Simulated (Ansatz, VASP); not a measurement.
# Cu3O2 in VASP and in Ansatz

```
CELL_PARAMETERS angstrom
-2.02298 2.02298 3.67362
2.02298 -2.02298 3.67362
2.02298 2.02298 -3.67362
ATOMIC_POSITIONS crystal
Cu 0.00000 0.00000 0.00000
Cu 0.75000 0.25000 0.50000
Cu 0.25000 0.75000 0.50000
O 0.50000 0.00000 0.50000
O 0.00000 0.50000 0.50000
```

Alike in both runs: functional RPBE; k mesh 9 × 9 × 9; occupations fermi-dirac, width 0.05 eV; no spin polarisation.

|  | VASP | Ansatz |
| --- | --- | --- |
| version | VASP 6.6.1 | Ansatz 0.2.0 |
| potentials or method | VASP PAW PBE potentials, release 64 (Cu_sv_GW, O) | Ansatz PAW |
| plane-wave cutoff (eV) | 700 | 420 |
| valence electrons in the cell | 69 | 69 |
| task | single point | projected density of states |

```csv
,VASP,Ansatz,Ansatz less VASP
gap on the k mesh at the Fermi level (eV),none,none,-
pressure (GPa),2.3,5.4,+3.05
"traceless stress, the component that is largest in VASP (GPa)",1.13,1.23,+0.095
```

VASP's potentials were made for PBE, not for RPBE. A gap of «none» marks a metal or a gap that the smearing closes.
